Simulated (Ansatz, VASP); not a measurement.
# One calculation of SnGe2, two programs

Contents of INCAR:

```
SYSTEM = SnGe2
PREC = Accurate ; ENCUT = 520
EDIFF = 1E-6 ; ISMEAR = -1
SIGMA = 0.02 ; LREAL = .False.
LASPH = .True. ; NELM = 100
ALGO = Normal ; ISIF = 2
LWAVE = .False. ; LCHARG = .False.
GGA = PE ; NBANDS = 51
```

KPOINTS

```
Automatic mesh
0
Gamma
  12 12 4
  0 0 0
```

Contents of POSCAR:

```
SnGe2
1.0
    4.2399101272      0.0000000000      0.0000000000
   -2.1199550636      3.6718698799      0.0000000000
    0.0000000000      0.0000000000     10.3473336624
Ge Sn
4 2
Direct
    0.6666666667      0.3333333333      0.5352774997
    0.3333333333      0.6666666667      0.2272039028
    0.3333333333      0.6666666667      0.4647225003
    0.6666666667      0.3333333333      0.7727960972
    0.0000000000      0.0000000000      0.8631026977
    0.0000000000      0.0000000000      0.1368973023
```

Input for Ansatz:

```yaml
crystal:
  lattice:
    - [4.2399101272, 0.0, 0.0]
    - [-2.1199550636, 3.6718698799, 0.0]
    - [0.0, 0.0, 10.3473336624]
  atoms:
    - { symbol: Ge, position: [0.6666666667, 0.3333333333, 0.5352774997] }
    - { symbol: Ge, position: [0.3333333333, 0.6666666667, 0.2272039028] }
    - { symbol: Sn, position: [0.0, 0.0, 0.8631026977] }
    - { symbol: Ge, position: [0.3333333333, 0.6666666667, 0.4647225003] }
    - { symbol: Sn, position: [0.0, 0.0, 0.1368973023] }
    - { symbol: Ge, position: [0.6666666667, 0.3333333333, 0.7727960972] }
kpoints:
  mp_grid: { grid: [12, 12, 4] }
  band_path:
    path:
      - [[0.0, 0.0, 0.0], [0.5, 1.694969536673e-17, 2.285634174858e-33], [0.3333333333333, 0.3333333333333, 2.536409140188e-33], [0.0, 0.0, 0.0], [1.388590549621e-50, -8.266039262245e-52, 0.5], [0.5, 1.694969536673e-17, 0.5], [0.3333333333333, 0.3333333333333, 0.5], [1.388590549621e-50, -8.266039262245e-52, 0.5]]
      - [[0.5, 1.694969536673e-17, 0.5], [0.5, 1.694969536673e-17, 2.285634174858e-33]]
      - [[0.3333333333333, 0.3333333333333, 0.5], [0.3333333333333, 0.3333333333333, 2.536409140188e-33]]
    npoints: 10
hamiltonian:
  xc: pbe
scf:
  occupations: { method: fermi_dirac, width: 0.02 }
  n_extra_bands: 5
output:
  forces: true
  stress: true
  eigenvalues: true
```

Alike in both runs: task single point; functional PBE; k mesh 12 × 12 × 4; occupations fermi-dirac, width 0.02 eV; no spin polarisation.

```csv
,VASP,Ansatz
version,VASP 6.6.1,Ansatz 0.2.0
potentials or method,"VASP PAW PBE potentials, release 64 (Ge_d, Sn_d)","plane waves, PAW"
plane-wave cutoff (eV),520,420
valence electrons in the cell,84,84
```

```tsv
	VASP	Ansatz	Ansatz less VASP
pressure (GPa)	2.2	2.3	+0.03
rms of the force components (eV/Å)	0.023	0.023	-0.0007
```

The functional is the same, so the differences come from potentials, cutoffs and numerics.
